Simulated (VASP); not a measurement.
Crystal: Sn.

```xyz
1
Lattice="-1.8911 1.8978 1.8732 1.8971 -1.9215 1.9029 1.8832 1.9136 -1.8969" Properties=species:S:1:pos:R:3 pbc="T T T"
Sn    0.0000    0.0000    0.0000
```

| Quantity | Value |
| --- | --- |
| Program | VASP 6.6.1 |
| Task | relaxation of cell and atoms |
| Functional | BLYP |
| Potentials or basis | VASP PAW PBE potentials, release 64 (Sn_d) |
| Cutoff | 600 eV |
| k mesh | 10 × 10 × 10 |
| Occupations | fermi-dirac, width 0.05 eV |
| Spin | no spin polarisation |

At the start: pressure 5.5 GPa; volume 27.20 Å³/atom.

Q: How do energy, volume and symmetry change on relaxing?

A: Over 28 steps the energy falls by 86.0 meV/atom and the volume is 30.89 Å³/atom (+13.5 %); space group Im-3m (No. 229, to 0.1 Å) before, I4/mmm (No. 139, to 0.1 Å).

The path:
```csv
step,energy change (eV),largest force (eV/Å),pressure (GPa),volume (Å³)
1,0.0000,0.0000,5.47,27.20
2,-0.0552,0.0000,-0.40,31.02
3,-0.0554,0.0000,0.07,30.70
4,-0.0554,0.0000,-0.06,30.77
5,-0.0566,0.0000,-0.02,30.79
6,-0.0595,0.0000,-0.05,30.82
7,-0.0659,0.0000,-0.13,30.85
8,-0.0721,0.0000,0.03,30.83
9,-0.0737,0.0000,-0.06,30.88
10,-0.0764,0.0000,-0.31,30.99
11,-0.0827,0.0000,-0.20,31.06
12,-0.0834,0.0000,-0.13,31.02
13,-0.0834,0.0000,-0.07,30.99
14,-0.0835,0.0000,-0.11,31.00
15,-0.0841,0.0000,-0.06,30.95
16,-0.0854,0.0000,0.09,30.79
17,-0.0841,0.0000,0.56,30.46
18,-0.0856,0.0000,0.21,30.70
19,-0.0858,0.0000,0.18,30.88
20,-0.0849,0.0000,0.01,31.41
21,-0.0851,0.0000,-0.52,31.37
22,-0.0858,0.0000,-0.47,31.03
23,-0.0859,0.0000,-0.21,30.93
24,-0.0859,0.0000,0.01,30.91
25,-0.0859,0.0000,-0.02,30.92
26,-0.0859,0.0000,-0.03,30.92
27,-0.0859,0.0000,0.01,30.91
28,-0.0860,0.0000,0.01,30.89
```

Final structure:
```cif
data_structure
_symmetry_space_group_name_H-M 'P 1'
_symmetry_Int_Tables_number 1
_cell_length_a 3.5132
_cell_length_b 3.5065
_cell_length_c 3.4798
_cell_angle_alpha 118.637
_cell_angle_beta 92.039
_cell_angle_gamma 118.890
_cell_volume 30.89
loop_
_atom_site_label
_atom_site_type_symbol
_atom_site_fract_x
_atom_site_fract_y
_atom_site_fract_z
_atom_site_occupancy
Sn1 Sn 0.00000 0.00000 0.00000 1
```

Caveat: the PAW data sets were made with another functional, which shifts forces and pressure a little.
